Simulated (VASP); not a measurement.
# SiAs3 (P6_3/mmc) in VASP: single point with PBE

Aim: the single point of SiAs3 with PBE.

All numbers are computed with VASP 6.6.1; they aren't measurements. Logs are shortened: lines on timing, memory, paths and dates and some standing lists are left out, and cuts for length are marked.

## (1) The cell of the first run

The structure is hexagonal, space group P6_3/mmc (No. 194). The conventional cell has a = 8.127 Å, b = 8.127 Å, c = 4.379 Å, α = 90.00°, β = 90.00°, γ = 120.00°. Within 3.4 Å of Si (site symmetry -6m2) lie 6 As at 2.61 Å. As (site symmetry mm2) has 2 As at 2.47 Å and 2 Si at 2.61 Å within 3.3 Å.

## (2) Single point, PBE

INCAR reads:

```
SYSTEM = SiAs3
PREC = Accurate
ENCUT = 520
EDIFF = 1E-6
ISMEAR = 0
SIGMA = 0.1
LREAL = .FALSE.
LASPH = .TRUE.
NELM = 80
ALGO = Fast
ISIF = 2
LWAVE = .FALSE.
LCHARG = .FALSE.
GGA = PE
NBANDS = 29
```

KPOINTS reads:

```
regular mesh
0
G
  6 6 8
  0 0 0
```

POSCAR reads:

```
SiAs3
1.0
    8.1266417394      0.0000000000      0.0000000000
   -4.0633208697      7.0378781938      0.0000000000
    0.0000000000      0.0000000000      4.3794496498
Si As
2 6
Direct
    0.3333333333      0.6666666667      0.2500000000
    0.6666666667      0.3333333333      0.7500000000
    0.7681124047      0.5362248094      0.2500000000
    0.2318875953      0.7681124047      0.7500000000
    0.4637751906      0.2318875953      0.2500000000
    0.2318875953      0.4637751906      0.7500000000
    0.7681124047      0.2318875953      0.2500000000
    0.5362248094      0.7681124047      0.7500000000
```

Potentials or basis: VASP PAW PBE potentials, release 64 (Si, As).

On the command line:

```
$ cat potpaw_PBE.64/Si/POTCAR potpaw_PBE.64/As/POTCAR > POTCAR
$ mpirun -np 1 vasp_std > vasp.out
```

OUTCAR:

```text
SYSTEM = SiAs3
   PREC = Accurate
   ENCUT = 520
   EDIFF = 1E-6
   ISMEAR = 0
   LREAL = .FALSE.
   LASPH = .TRUE.
   NELM = 80
   ISIF = 2
   GGA = PE

 ion  position               nearest neighbor table
   1  0.333  0.667  0.250-   4 2.61   4 2.61   8 2.61   8 2.61   6 2.61   6 2.61
   2  0.667  0.333  0.750-   7 2.61   7 2.61   5 2.61   5 2.61   3 2.61   3 2.61
   3  0.768  0.536  0.250-   5 2.47   7 2.47   2 2.61   2 2.61
   4  0.232  0.768  0.750-   8 2.47   6 2.47   1 2.61   1 2.61
   5  0.464  0.232  0.250-   7 2.47   3 2.47   2 2.61   2 2.61
   6  0.232  0.464  0.750-   4 2.47   8 2.47   1 2.61   1 2.61
   7  0.768  0.232  0.250-   5 2.47   3 2.47   2 2.61   2 2.61
   8  0.536  0.768  0.750-   4 2.47   6 2.47   1 2.61   1 2.61

  LATTYP: Found a hexagonal cell.
 ALAT       =     8.1266417394
 C/A-ratio  =     0.5389002973

  Lattice vectors:

 A1 = (   8.1266417394,   0.0000000000,   0.0000000000)
 A2 = (  -4.0633208697,   7.0378781938,   0.0000000000)
 A3 = (   0.0000000000,   0.0000000000,   4.3794496498)

Analysis of symmetry for initial positions (statically):
=====================================================================
 Subroutine PRICEL returns:
 Original cell was already a primitive cell.

 Routine SETGRP: Setting up the symmetry group for a
 hexagonal supercell.

 Subroutine GETGRP returns: Found 24 space group operations
 (whereof 12 operations were pure point group operations)
 out of a pool of 24 trial point group operations.

The static configuration has the point symmetry D_3d.
 The point group associated with its full space group is D_6h.

Analysis of symmetry for dynamics (positions and initial velocities):
=====================================================================
 Subroutine PRICEL returns:
 Original cell was already a primitive cell.

 Routine SETGRP: Setting up the symmetry group for a
 hexagonal supercell.

 Subroutine GETGRP returns: Found 24 space group operations
 (whereof 12 operations were pure point group operations)
 out of a pool of 24 trial point group operations.

The dynamic configuration has the point symmetry D_3d.
 The point group associated with its full space group is D_6h.

 Subroutine INISYM returns: Found 24 space group operations
 (whereof 12 operations are pure point group operations),
 and found     1 'primitive' translations

----------------------------------------------------------------------------------------

                                     Primitive cell

  volume of cell :     250.4796

  direct lattice vectors                    reciprocal lattice vectors
     8.126641739  0.000000000  0.000000000     0.123052059  0.071044139  0.000000000
    -4.063320870  7.037878194  0.000000000     0.000000000  0.142088279  0.000000000
     0.000000000  0.000000000  4.379449650     0.000000000  0.000000000  0.228339193

  length of vectors
     8.126641739  8.126641739  4.379449650     0.142088279  0.142088279  0.228339193

  position of ions in fractional coordinates (direct lattice)
     0.333333333  0.666666667  0.250000000
     0.666666667  0.333333333  0.750000000
     0.768112405  0.536224809  0.250000000
     0.231887595  0.768112405  0.750000000
     0.463775191  0.231887595  0.250000000
     0.231887595  0.463775191  0.750000000
     0.768112405  0.231887595  0.250000000
     0.536224809  0.768112405  0.750000000

  ion indices of the primitive-cell ions
   primitive index   ion index
                 1           1
                 2           2
                 3           3
                 4           4
                 5           5
                 6           6
                 7           7
                 8           8

----------------------------------------------------------------------------------------

 KPOINTS: regular mesh

Automatic generation of k-mesh.
 Grid dimensions read from file:
 generate k-points for:    6    6    8

 Generating k-lattice:

  Cartesian coordinates                     Fractional coordinates (reciprocal lattice)
     0.020508677  0.011840690  0.000000000     0.166666667 -0.000000000  0.000000000
     0.000000000  0.023681380  0.000000000     0.000000000  0.166666667  0.000000000
     0.000000000  0.000000000  0.028542399     0.000000000  0.000000000  0.125000000

  Length of vectors
     0.023681380  0.023681380  0.028542399

  Shift w.r.t. Gamma in fractional coordinates (k-lattice)
     0.000000000  0.000000000  0.000000000

 Subroutine IBZKPT returns following result:
 ===========================================

 Found     35 irreducible k-points:

 Following reciprocal coordinates:
            Coordinates               Weight
  0.000000  0.000000  0.000000      1.000000
  0.166667  0.000000  0.000000      6.000000
  0.333333  0.000000  0.000000      6.000000
  0.500000  0.000000  0.000000      3.000000
  0.166667  0.166667  0.000000      6.000000
  0.333333  0.166667  0.000000     12.000000
[... 16 lines left out ...]
  0.166667  0.000000  0.375000     12.000000
  0.333333  0.000000  0.375000     12.000000
 [... further k-points ...]
   k-points           NKPTS =     35   k-points in BZ     NKDIM =     35   number of bands    NBANDS=     29
   number of dos      NEDOS =    301   number of ions     NIONS =      8
   total plane-waves  NPLWV = 129600
   dimension x,y,z NGX =    60 NGY =   60 NGZ =   36
   dimension x,y,z NGXF=   120 NGYF=  120 NGZF=   72
   ions per type =               2   6
   NGX,Y,Z   is equivalent  to a cutoff of  12.27, 12.27, 13.67 a.u.
   NGXF,Y,Z  is equivalent  to a cutoff of  24.55, 24.55, 27.33 a.u.
 SYSTEM =  SiAs3
   PREC   = accura    normal or accurate (medium, high low for compatibility)
   ISTART =      0    job   : 0-new  1-cont  2-samecut
   ICHARG =      2    charge: 1-file 2-atom 10-const
   ISPIN  =      1    spin polarized calculation?
   LNONCOLLINEAR =      F non collinear calculations
   LSORBIT =      F    spin-orbit coupling
   LASPH  =      T    aspherical Exc in radial PAW
   ENCUT  =  520.0 eV  38.22 Ry    6.18 a.u.  15.11 15.11  8.14*2*pi/ulx,y,z
   NELM   =     80;   NELMIN=  2; NELMDL= -5     # of ELM steps
   EDIFF  = 0.1E-05   stopping-criterion for ELM
   LREAL  =      F    real-space projection
   EDIFFG = 0.1E-04   stopping-criterion for IOM
   NSW    =      0    number of steps for IOM
   IBRION =     -1    ionic relax: 0-MD 1-quasi-New 2-CG
   NFREE  =      0    steps in history (QN), initial steepest desc. (CG)
   ISIF   =      2    stress and relaxation
   ISYM   =      2    0-nonsym 1-usesym 2-fastsym
   POTIM  = 0.5000    time-step for ionic-motion
   TEBEG  =    0.0;   TEEND  =   0.0 temperature during run
   PSTRESS=    0.0 pullay stress
   NELECT =      38.0000    total number of electrons
   NUPDOWN=      -1.0000    fix difference up-down
   EMIN   =  10.00;   EMAX   =-10.00  energy-range for DOS
   EFERMI =   0.00;   METHOD = LEGACY
   ISMEAR =     0;   SIGMA  =   0.10  broadening in eV -4-tet -1-fermi 0-gaus
   EFERMI_NEDOS =   21; number of points for ismear=-14 and -15
   IALGO  =     68    algorithm
   IMIX   =      4    mixing-type and parameters
     AMIX     =   0.40;   BMIX     =  1.00
     AMIX_MAG =   1.60;   BMIX_MAG =  1.00
  volume/ion in A,a.u.               =      31.31       211.29
  Fermi-wavevector in a.u.,A,eV,Ry     =   0.873129  1.649975 10.372466  0.762355
  Thomas-Fermi vector in A             =   1.992476
   LORBIT       =      0    0 simple, 1 ext, 2 COOP (PROOUT), +10 PAW based schemes
   GGA     = PE    functional components
   LHFCALC =     F    Hartree Fock is set to
   AEXX    =    0.0000 exact exchange contribution
   IVDW    =     0    specifies the selected vdW correction
   LEPSILON=     F    determine dielectric tensor
   LRPA    =     F    only Hartree local field effects (RPA)
 non-spin polarized calculation
 RMM-DIIS sequential band-by-band and
 Gauss-broadening in eV      SIGMA  =   0.10
  energy-cutoff  :      520.00
  volume of cell :      250.48
 maximum number of plane-waves:      6780
   NGX = 31   NGY = 31   NGZ = 17

 number of electron      37.9999999 magnetization

 Free energy of the ion-electron system (eV)
  ---------------------------------------------------
  ext. energy  EPLUGINS =         0.00000000
  ---------------------------------------------------
  free energy    TOTEN  =       -36.25181787 eV

  energy without entropy =      -36.24922306  energy(sigma->0) =      -36.25052047

 E-fermi :   1.9122     XC(G=0):  -7.7413

 val. band max:        1.8841368423   @ k =   0.0000   0.0000   0.0000
 cond. band min:       1.9192957276   @ k =   0.3333   0.3333   0.0000
 fundamental gap:      0.0351588853
 Fermi energy:         1.9122343968

 k-point     1 :       0.0000    0.0000    0.0000
  band No.  band energies     occupation
      1     -12.2640      2.00000
      2     -11.9628      2.00000
      3      -7.5170      2.00000
      4      -7.5170      2.00000
      5      -7.4792      2.00000
      6      -7.4792      2.00000
[... 21 lines left out ...]
     28       5.9229      0.00000
     29       6.1009      0.00000

 k-point     2 :       0.1667    0.0000    0.0000
  band No.  band energies     occupation
      1     -12.2474      2.00000
      2     -11.9819      2.00000
      3      -7.6290      2.00000
      4      -7.6235      2.00000
      5      -7.3642      2.00000
      6      -7.3573      2.00000
[... 21 lines left out ...]
     28       5.8213      0.00000
     29       5.8276      0.00000

 k-point     3 :       0.3333    0.0000    0.0000
  band No.  band energies     occupation
      1     -12.2037      2.00000
      2     -12.0302      2.00000
      3      -7.7179      2.00000
      4      -7.7095      2.00000
      5      -7.2606      2.00000
      6      -7.2481      2.00000
[... 638 lines left out ...]
      5      -7.1891      2.00000
      6      -7.1773      2.00000
[... 21 lines left out ...]
     28       6.2717      0.00000
     29       6.3392      0.00000

 k-point    24 :       0.3333    0.0000    0.3750
  band No.  band energies     occupation
      1     -11.7685      2.00000
      2     -11.6845      2.00000
      3      -7.3597      2.00000
      4      -7.3405      2.00000
      5      -7.1673      2.00000
      6      -7.1344      2.00000
[... 21 lines left out ...]
     28       6.3495      0.00000
     29       6.5515      0.00000

 [... further k-points ...]

------------------------ aborting loop because EDIFF is reached ----------------------------------------

  FORCE on cell =-STRESS in cart. coord.  units (eV):
  Direction    XX          YY          ZZ          XY          YZ          ZX
  --------------------------------------------------------------------------------------
  -------------------------------------------------------------------------------------
  Total        0.4444552      0.4444552      0.1787231     -0.0000000     -0.0000000      0.0000000
  in kB        2.8429301      2.8429301      1.1431913     -0.0000000     -0.0000000      0.0000000
  external PRESSURE =       2.2763505 kB  Pullay stress =       0.0000000 kB

 VOLUME and BASIS-vectors are now :
 -----------------------------------------------------------------------------
  energy-cutoff  :      520.00
  volume of cell :      250.48
      direct lattice vectors                 reciprocal lattice vectors
     8.126641739  0.000000000  0.000000000     0.123052059  0.071044139  0.000000000
    -4.063320870  7.037878194  0.000000000     0.000000000  0.142088279  0.000000000
     0.000000000  0.000000000  4.379449650     0.000000000  0.000000000  0.228339193

 POSITION                                       TOTAL-FORCE (eV/Angst)
 -----------------------------------------------------------------------------------
     -0.00000      4.69192      1.09486        -0.000000      0.000000      0.000000
      4.06332      2.34596      3.28459        -0.000000     -0.000000      0.000000
      4.06332      3.77388      1.09486        -0.000000      0.097269      0.000000
     -1.23662      5.40588      3.28459        -0.084238      0.048635      0.000000
      2.82670      1.63200      1.09486        -0.084238     -0.048635      0.000000
      0.00000      3.26399      3.28459        -0.000000     -0.097269     -0.000000
      5.29994      1.63200      1.09486         0.084238     -0.048635     -0.000000
      1.23662      5.40588      3.28459         0.084238      0.048635      0.000000
 -----------------------------------------------------------------------------------
    total drift:                               -0.000000      0.000000      0.000000

  FREE ENERGIE OF THE ION-ELECTRON SYSTEM (eV)
  ---------------------------------------------------
  free  energy   TOTEN  =       -36.2518178695 eV

  energy  without entropy=      -36.2492230616  energy(sigma->0) =      -36.25052047
```

Run time: 6.8 min. Hardware: 1 thread of Oxide Virtual Turin-like, shared host; peak memory 0.41 GiB.

What came out:

- Free energy: -36.2518 eV
- Pressure: 0.2 GPa
- Largest force: 0.097 eV/Å
- Band gap on the k mesh: zero (bands 19 and 20 overlap by 3.08 eV)

Forces in eV/Å, atoms in the order of the input:
```
Si   0.000  0.000  0.000
Si   0.000  0.000  0.000
As   0.000  0.097  0.000
As  -0.084  0.049  0.000
As  -0.084 -0.049  0.000
As   0.000 -0.097  0.000
As   0.084 -0.049  0.000
As   0.084  0.049  0.000
```

Stress tensor (GPa, compression positive):
```
0.28 0.00 0.00
0.00 0.28 0.00
0.00 0.00 0.11
```

Caveat: this functional lacks dispersion, which binds layers or chains, so the pressure and a relaxed spacing across them are unreliable.

The gap in the log of VASP goes by the Fermi energy; the results here count the filled bands.